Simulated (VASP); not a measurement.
Input of a VASP 6.6.1 run:

INCAR

```
  ALGO = Normal
  EDIFF = 1E-6
  ENCUT = 520
  GGA = PS
  ISIF = 2
  ISMEAR = -1
  LASPH = T
  LCHARG = F
  LREAL = F
  LWAVE = F
  NBANDS = 23
  NELM = 60
  PREC = Accurate
  SIGMA = 0.03
```

KPOINTS

```
k-points
0
Gamma
  6 6 4
```

POSCAR

```
NaScSe2
1.0
    3.9574593450      0.0000000000      0.0000000000
    0.0000000000      3.9574593450      0.0000000000
    0.0000000000      0.0000000000      5.4028454187
Na Se Sc
1 2 1
Direct
    0.0000000000      0.0000000000      0.0000000000
    0.0000000000      0.0000000000      0.5000000000
    0.5000000000      0.5000000000      0.0000000000
    0.5000000000      0.5000000000      0.5000000000
```

Potentials or basis: VASP PAW PBE potentials, release 64 (Na_pv, Se, Sc_sv).

Command:

```console
$ cat potpaw_PBE.64/Na_pv/POTCAR potpaw_PBE.64/Se/POTCAR potpaw_PBE.64/Sc_sv/POTCAR > POTCAR
$ mpirun -np 1 vasp_std > vasp.out
```

Problem. Predict the pressure.

Solution. 0.2 GPa.

Problem. Estimate the band gap on the k mesh.

Solution. Zero (bands 15 and 16 overlap by 0.15 eV).

Stress tensor (GPa, compression positive):
```
0.18 0.00 0.00
0.00 0.18 0.00
0.00 0.00 0.29
```

Caveat: the PAW data sets were made with another functional, which shifts forces and pressure a little.
